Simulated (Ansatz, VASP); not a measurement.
**TiO2 in VASP and in Ansatz**

```xyz
6
Lattice="4.7318 0.0000 0.0000 0.0000 4.7318 0.0000 0.0000 0.0000 2.9590" Properties=species:S:1:pos:R:3 pbc="T T T"
Ti    0.0000    0.0000    0.0000
Ti    2.3659    2.3659    1.4795
O     1.4479    1.4479    0.0000
O     0.9180    3.8138    1.4795
O     3.2839    3.2839    0.0000
O     3.8138    0.9180    1.4795
```

Change from the starting cell: equal xx and yy strain of +3 %.

Alike in both runs: task single point; functional PBE; k mesh 7 × 7 × 10; occupations fermi-dirac, width 0.05 eV; no spin polarisation.

```csv
,VASP,Ansatz
version,VASP 6.6.1,Ansatz 0.2.0
potentials or method,"VASP PAW PBE potentials, release 64 (Ti_sv, O), cutoff 520 eV","all-electron LAPW, scalar-relativistic"
```

```csv
,VASP,Ansatz,Ansatz less VASP
gap on the k mesh at the Fermi level (eV),1.83,1.84,+0.015
pressure (GPa),-5.8,-6.4,-0.60
"traceless stress, the component that is largest in VASP (GPa)",2.09,1.83,-0.266
rms of the force components (eV/Å),0.038,0.055,+0.0169
```

Atom by atom the forces differ by 0.017 eV/Å (rms over components). Ansatz ran all-electron here, and VASP with PAW potentials.
